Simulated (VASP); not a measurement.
# Cu (P6_3/mmc) in VASP: notebook

Cu is run at these levels: PBEsol; tasks: single point, relaxation of cell and atoms.

Program: VASP 6.6.1. These are calculated values, not measurements. Logs are shortened: lines on timing, memory, paths and dates and some standing lists are left out, and cuts for length are marked.

## 1. The cell of the first run

Symmetry: P6_3/mmc, No. 194, hexagonal system. The conventional cell has a = 2.524 Å, b = 2.524 Å, c = 4.108 Å, α = 90.00°, β = 90.00°, γ = 120.00°. Cu (site symmetry -6m2) has 12 Cu at 2.52 Å within 3.3 Å.

This isn't the form of Cu at room conditions, which is fcc.

## 2. Single point, PBEsol

Contents of INCAR:

```
SYSTEM = Cu
PREC = Accurate ; ENCUT = 520
EDIFF = 1E-6 ; ISMEAR = -1
SIGMA = 0.05 ; LREAL = .False.
LASPH = .True. ; NELM = 100
ALGO = Normal ; ISIF = 2
LWAVE = .False. ; LCHARG = .False.
GGA = PS ; NBANDS = 18
```

Contents of KPOINTS:

```
Automatic mesh
0
Gamma
  12 12 7
  0 0 0
```

Contents of POSCAR:

```
Cu
1.0
    2.5243652466      0.0000000000      0.0000000000
   -1.2621826233      2.1861644320      0.0000000000
    0.0000000000      0.0000000000      4.1076585698
Cu
2
Direct
    0.6666666667      0.3333333333      0.7500000000
    0.3333333333      0.6666666667      0.2500000000
```

Potentials or basis: VASP PAW PBE potentials, release 64 (Cu).

On the command line:

```
> cat potpaw_PBE.64/Cu/POTCAR > POTCAR
> mpirun -np 1 vasp_std > vasp.out
```

OUTCAR:

```text
SYSTEM = Cu
   PREC = Accurate
   ENCUT = 520
   EDIFF = 1E-6
   ISMEAR = -1
   LREAL = .False.
   LASPH = .True.
   NELM = 100
   ISIF = 2
   GGA = PS

 ion  position               nearest neighbor table
   1  0.667  0.333  0.750-   2 2.52   2 2.52   2 2.52   2 2.52   2 2.52   2 2.52
   2  0.333  0.667  0.250-   1 2.52   1 2.52   1 2.52   1 2.52   1 2.52   1 2.52

  LATTYP: Found a hexagonal cell.
 ALAT       =     2.5243652466
 C/A-ratio  =     1.6272045320

  Lattice vectors:

 A1 = (   2.5243652466,   0.0000000000,   0.0000000000)
 A2 = (  -1.2621826233,   2.1861644320,   0.0000000000)
 A3 = (   0.0000000000,   0.0000000000,   4.1076585698)

Analysis of symmetry for initial positions (statically):
=====================================================================
 Subroutine PRICEL returns:
 Original cell was already a primitive cell.

 Routine SETGRP: Setting up the symmetry group for a
 hexagonal supercell.

 Subroutine GETGRP returns: Found 24 space group operations
 (whereof 12 operations were pure point group operations)
 out of a pool of 24 trial point group operations.

The static configuration has the point symmetry D_3d.
 The point group associated with its full space group is D_6h.

Analysis of symmetry for dynamics (positions and initial velocities):
=====================================================================
 Subroutine PRICEL returns:
 Original cell was already a primitive cell.

 Routine SETGRP: Setting up the symmetry group for a
 hexagonal supercell.

 Subroutine GETGRP returns: Found 24 space group operations
 (whereof 12 operations were pure point group operations)
 out of a pool of 24 trial point group operations.

The dynamic configuration has the point symmetry D_3d.
 The point group associated with its full space group is D_6h.

 Subroutine INISYM returns: Found 24 space group operations
 (whereof 12 operations are pure point group operations),
 and found     1 'primitive' translations

----------------------------------------------------------------------------------------

                                     Primitive cell

  volume of cell :      22.6688

  direct lattice vectors                    reciprocal lattice vectors
     2.524365247  0.000000000  0.000000000     0.396139188  0.228711067  0.000000000
    -1.262182623  2.186164432  0.000000000     0.000000000  0.457422134  0.000000000
     0.000000000  0.000000000  4.107658570     0.000000000  0.000000000  0.243447692

  length of vectors
     2.524365247  2.524365247  4.107658570     0.457422134  0.457422134  0.243447692

  position of ions in fractional coordinates (direct lattice)
     0.666666667  0.333333333  0.750000000
     0.333333333  0.666666667  0.250000000

  ion indices of the primitive-cell ions
   primitive index   ion index
                 1           1
                 2           2

----------------------------------------------------------------------------------------

 KPOINTS: Automatic mesh

Automatic generation of k-mesh.
 Grid dimensions read from file:
 generate k-points for:   12   12    7

 Generating k-lattice:

  Cartesian coordinates                     Fractional coordinates (reciprocal lattice)
     0.033011599  0.019059256  0.000000000     0.083333333 -0.000000000  0.000000000
     0.000000000  0.038118511  0.000000000     0.000000000  0.083333333  0.000000000
     0.000000000  0.000000000  0.034778242     0.000000000  0.000000000  0.142857143

  Length of vectors
     0.038118511  0.038118511  0.034778242

  Shift w.r.t. Gamma in fractional coordinates (k-lattice)
     0.000000000  0.000000000  0.000000000

 Subroutine IBZKPT returns following result:
 ===========================================

 Found     76 irreducible k-points:

 Following reciprocal coordinates:
            Coordinates               Weight
  0.000000  0.000000  0.000000      1.000000
  0.083333  0.000000  0.000000      6.000000
  0.166667  0.000000  0.000000      6.000000
  0.250000 -0.000000  0.000000      6.000000
  0.333333  0.000000  0.000000      6.000000
  0.416667 -0.000000  0.000000      6.000000
[... 16 lines left out ...]
  0.250000 -0.000000  0.142857     12.000000
  0.333333  0.000000  0.142857     12.000000
 [... further k-points ...]
   k-points           NKPTS =     76   k-points in BZ     NKDIM =     76   number of bands    NBANDS=     18
   number of dos      NEDOS =    301   number of ions     NIONS =      2
   total plane-waves  NPLWV =  12800
   dimension x,y,z NGX =    20 NGY =   20 NGZ =   32
   dimension x,y,z NGXF=    40 NGYF=   40 NGZF=   64
   ions per type =               2
   NGX,Y,Z   is equivalent  to a cutoff of  13.17, 13.17, 12.95 a.u.
   NGXF,Y,Z  is equivalent  to a cutoff of  26.34, 26.34, 25.90 a.u.
 SYSTEM =  Cu
   PREC   = accura    normal or accurate (medium, high low for compatibility)
   ISTART =      0    job   : 0-new  1-cont  2-samecut
   ICHARG =      2    charge: 1-file 2-atom 10-const
   ISPIN  =      1    spin polarized calculation?
   LNONCOLLINEAR =      F non collinear calculations
   LSORBIT =      F    spin-orbit coupling
   LASPH  =      T    aspherical Exc in radial PAW
   ENCUT  =  520.0 eV  38.22 Ry    6.18 a.u.   4.69  4.69  7.64*2*pi/ulx,y,z
   NELM   =    100;   NELMIN=  2; NELMDL= -5     # of ELM steps
   EDIFF  = 0.1E-05   stopping-criterion for ELM
   LREAL  =      F    real-space projection
   EDIFFG = 0.1E-04   stopping-criterion for IOM
   NSW    =      0    number of steps for IOM
   IBRION =     -1    ionic relax: 0-MD 1-quasi-New 2-CG
   NFREE  =      0    steps in history (QN), initial steepest desc. (CG)
   ISIF   =      2    stress and relaxation
   ISYM   =      2    0-nonsym 1-usesym 2-fastsym
   POTIM  = 0.5000    time-step for ionic-motion
   TEBEG  =    0.0;   TEEND  =   0.0 temperature during run
   PSTRESS=    0.0 pullay stress
   NELECT =      22.0000    total number of electrons
   NUPDOWN=      -1.0000    fix difference up-down
   EMIN   =  10.00;   EMAX   =-10.00  energy-range for DOS
   EFERMI =   0.00;   METHOD = LEGACY
   ISMEAR =    -1;   SIGMA  =   0.05  broadening in eV -4-tet -1-fermi 0-gaus
   EFERMI_NEDOS =   21; number of points for ismear=-14 and -15
   IALGO  =     38    algorithm
   IMIX   =      4    mixing-type and parameters
     AMIX     =   0.40;   BMIX     =  1.00
     AMIX_MAG =   1.60;   BMIX_MAG =  1.00
  volume/ion in A,a.u.               =      11.33        76.49
  Fermi-wavevector in a.u.,A,eV,Ry     =   1.620837  3.062937 35.744025  2.627112
  Thomas-Fermi vector in A             =   2.714711
   LORBIT       =      0    0 simple, 1 ext, 2 COOP (PROOUT), +10 PAW based schemes
   GGA     = PS    functional components
   LHFCALC =     F    Hartree Fock is set to
   AEXX    =    0.0000 exact exchange contribution
   IVDW    =     0    specifies the selected vdW correction
   LEPSILON=     F    determine dielectric tensor
   LRPA    =     F    only Hartree local field effects (RPA)
 non-spin polarized calculation
  energy-cutoff  :      520.00
  volume of cell :       22.67
 maximum number of plane-waves:       622
 NGX is ok and might be reduce to    20
   NGX =  9   NGY =  9   NGZ = 15

 number of electron      21.9999980 magnetization

 Free energy of the ion-electron system (eV)
  ---------------------------------------------------
  ext. energy  EPLUGINS =         0.00000000
  ---------------------------------------------------
  free energy    TOTEN  =        -8.58699473 eV

  energy without entropy =       -8.57905738  energy(sigma->0) =       -8.58302605

 E-fermi :   7.8677     XC(G=0): -13.1491

 val. band max:        7.8531398489   @ k =   0.3333   0.1667   0.2857
 cond. band min:       7.8979552362   @ k =   0.5000  -0.0000   0.0000
 fundamental gap:      0.0448153873
 Fermi energy:         7.8677321508

 k-point     1 :       0.0000    0.0000    0.0000
  band No.  band energies     occupation
      1      -1.7885      2.00000
      2       2.5964      2.00000
      3       4.7742      2.00000
      4       4.8295      2.00000
      5       4.8295      2.00000
      6       5.0553      2.00000
[... 10 lines left out ...]
     17      31.8229      0.00000
     18      31.8229      0.00000

 k-point     2 :       0.0833    0.0000    0.0000
  band No.  band energies     occupation
      1      -1.5579      2.00000
      2       2.7295      2.00000
      3       4.6400      2.00000
      4       4.9158      2.00000
      5       4.9375      2.00000
      6       5.0178      2.00000
[... 10 lines left out ...]
     17      32.6533      0.00000
     18      32.9110      0.00000

 k-point     3 :       0.1667    0.0000    0.0000
  band No.  band energies     occupation
      1      -0.8826      2.00000
      2       3.0661      2.00000
      3       4.4384      2.00000
      4       4.6133      2.00000
      5       4.8780      2.00000
      6       5.1587      2.00000
[... 10 lines left out ...]
     17      30.0180      0.00000
     18      31.9302      0.00000

 k-point     4 :       0.2500   -0.0000    0.0000
  band No.  band energies     occupation
      1       0.1753      2.00000
      2       3.3749      2.00000
      3       4.0557      2.00000
      4       4.2954      2.00000
      5       4.7901      2.00000
      6       5.0068      2.00000
[... 10 lines left out ...]
     17      26.6259      0.00000
     18      29.0642      0.00000

 k-point     5 :       0.3333    0.0000    0.0000
  band No.  band energies     occupation
      1       1.4435      2.00000
      2       3.3790      2.00000
      3       3.6686      2.00000
      4       4.3286      2.00000
      5       4.8646      2.00000
      6       4.8752      2.00000
[... 10 lines left out ...]
     17      23.8182      0.00000
     18      27.8783      0.00000

 k-point     6 :       0.4167   -0.0000    0.0000
  band No.  band energies     occupation
      1       2.4876      2.00000
      2       3.2329      2.00000
      3       3.4446      2.00000
      4       4.5335      2.00000
      5       4.7670      2.00000
      6       4.8895      2.00000
[... 10 lines left out ...]
     17      21.5554      0.00000
     18      27.4797      0.00000

 k-point     7 :       0.5000   -0.0000    0.0000
  band No.  band energies     occupation
      1       2.8682      2.00000
      2       3.1261      2.00000
      3       3.3716      2.00000
      4       4.7237      2.00000
      5       4.7324      2.00000
      6       4.8525      2.00000
[... 10 lines left out ...]
     17      21.2159      0.00000
     18      27.3689      0.00000

 k-point     8 :       0.0833    0.0833    0.0000
  band No.  band energies     occupation
      1      -1.1046      2.00000
      2       2.9681      2.00000
      3       4.4837      2.00000
      4       4.8050      2.00000
      5       4.9353      2.00000
      6       5.0502      2.00000
[... 10 lines left out ...]
     17      31.8647      0.00000
     18      31.8976      0.00000
[... 229 lines left out ...]
     17      21.2505      0.00000
     18      21.2505      0.00000

 k-point    20 :       0.0000    0.0000    0.1429
  band No.  band energies     occupation
      1      -1.5962      2.00000
      2       2.4795      2.00000
      3       4.7353      2.00000
      4       4.7935      2.00000
      5       4.7935      2.00000
      6       5.0162      2.00000
[... 10 lines left out ...]
     17      30.3520      0.00000
     18      31.9141      0.00000

 k-point    21 :       0.0833    0.0000    0.1429
  band No.  band energies     occupation
      1      -1.3675      2.00000
      2       2.6254      2.00000
      3       4.6384      2.00000
      4       4.8411      2.00000
      5       4.8702      2.00000
      6       4.9050      2.00000
[... 10 lines left out ...]
     17      30.2464      0.00000
     18      32.0529      0.00000

 k-point    22 :       0.1667    0.0000    0.1429
  band No.  band energies     occupation
      1      -0.6992      2.00000
      2       3.0008      2.00000
      3       4.4303      2.00000
      4       4.4591      2.00000
      5       4.8249      2.00000
      6       5.0393      2.00000
[... 10 lines left out ...]
     17      29.1213      0.00000
     18      30.7886      0.00000

 k-point    23 :       0.2500   -0.0000    0.1429
  band No.  band energies     occupation
      1       0.3408      2.00000
      2       3.3622      2.00000
      3       3.9556      2.00000
      4       4.3260      2.00000
      5       4.7106      2.00000
      6       5.0264      2.00000
[... 10 lines left out ...]
     17      27.6700      0.00000
     18      29.8141      0.00000

 k-point    24 :       0.3333    0.0000    0.1429
  band No.  band energies     occupation
      1       1.5605      2.00000
      2       3.3764      2.00000
      3       3.6622      2.00000
      4       4.2728      2.00000
      5       4.8225      2.00000
      6       4.9150      2.00000
[... 10 lines left out ...]
     17      25.6829      0.00000
     18      28.0599      0.00000

 [... further k-points ...]
[... 5 lines left out ...]
  --------------------------------------------------------------------------------------
  -------------------------------------------------------------------------------------
  Total        0.1031860      0.1031860      0.0959662      0.0000000     -0.0000000      0.0000000
  in kB        7.2929268      7.2929268      6.7826552      0.0000000     -0.0000000      0.0000000
  external PRESSURE =       7.1228362 kB  Pullay stress =       0.0000000 kB

 VOLUME and BASIS-vectors are now :
 -----------------------------------------------------------------------------
  energy-cutoff  :      520.00
  volume of cell :       22.67
      direct lattice vectors                 reciprocal lattice vectors
     2.524365247  0.000000000  0.000000000     0.396139188  0.228711067  0.000000000
    -1.262182623  2.186164432  0.000000000     0.000000000  0.457422134  0.000000000
     0.000000000  0.000000000  4.107658570     0.000000000  0.000000000  0.243447692

 POSITION                                       TOTAL-FORCE (eV/Angst)
 -----------------------------------------------------------------------------------
      1.26218      0.72872      3.08074        -0.000000      0.000000      0.000000
     -0.00000      1.45744      1.02691         0.000000     -0.000000      0.000000
 -----------------------------------------------------------------------------------
    total drift:                               -0.000000      0.000000     -0.000000

  FREE ENERGIE OF THE ION-ELECTRON SYSTEM (eV)
  ---------------------------------------------------
  free  energy   TOTEN  =        -8.5869947266 eV

  energy  without entropy=       -8.5790573756  energy(sigma->0) =       -8.58302605
```

Run time: 37 s. Hardware: 1 thread of Intel Xeon 8259CL, shared host; peak memory 0.15 GiB.

Results:

* Free energy: -8.5870 eV
* Pressure: 0.7 GPa
* Band gap on the k mesh: zero (bands 11 and 12 overlap by 5.98 eV)

Levels at points of the mesh, in eV from the Fermi level:
| k point | band 9 | band 10 | band 11 | band 12 | band 13 | band 14 |
| --- | --- | --- | --- | --- | --- | --- |
| (0.00, 0.00, 0.00) | -2.52 | -1.72 | -1.72 | -1.08 | 4.05 | 21.68 |
| (0.50, 0.00, 0.00) | -1.56 | -1.51 | 0.03 | 1.66 | 7.98 | 8.41 |

Caveat: the PAW data sets were made with another functional, which shifts forces and pressure a little.

(Part 1 of 2 ends here.)
